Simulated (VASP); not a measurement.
Crystal: SiW3.

```xyz
4
Lattice="-2.6062 2.6062 2.6062 2.6062 -2.6062 2.6062 2.6062 2.6062 -2.6062" Properties=species:S:1:pos:R:3 pbc="T T T"
Si    0.0000    0.0000    0.0000
W     0.0000    0.0000    2.6062
W     0.0000    2.6062    0.0000
W     2.6062    0.0000    0.0000
```

Base run:

* Program: VASP 6.6.1
* Functional: r2SCAN
* Potentials or basis: VASP PAW PBE potentials, release 64 (Si, W_sv)
* Cutoff: 550 eV
* k mesh: 7 × 7 × 7
* Occupations: fermi-dirac, width 0.1 eV
* Spin: no spin polarisation

Its results: band gap on the k mesh zero (bands 23 and 24 overlap by 1.26 eV); pressure -3.1 GPa.

Problem. After a change of settings the same cell gave: band gap on the k mesh zero (bands 23 and 24 overlap by 1.23 eV); pressure 2.3 GPa. Which change was it?
A. functional from r2SCAN to PBE; cutoff from 550 eV to 500 eV
B. functional from r2SCAN to LDA; potentials or basis from VASP PAW PBE potentials, release 64 (Si, W_sv) to VASP PAW LDA potentials, release 64 (Si, W_sv); cutoff from 550 eV to 500 eV
C. functional from r2SCAN to PBEsol; cutoff from 550 eV to 500 eV
D. functional from r2SCAN to RPBE; cutoff from 550 eV to 500 eV

Solution. D.

Caveats: the PAW data sets were made with another functional, which shifts forces and pressure a little; spin-orbit coupling is left out, which moves the levels of the heavy elements; the cell stands under tension (at least some runs).
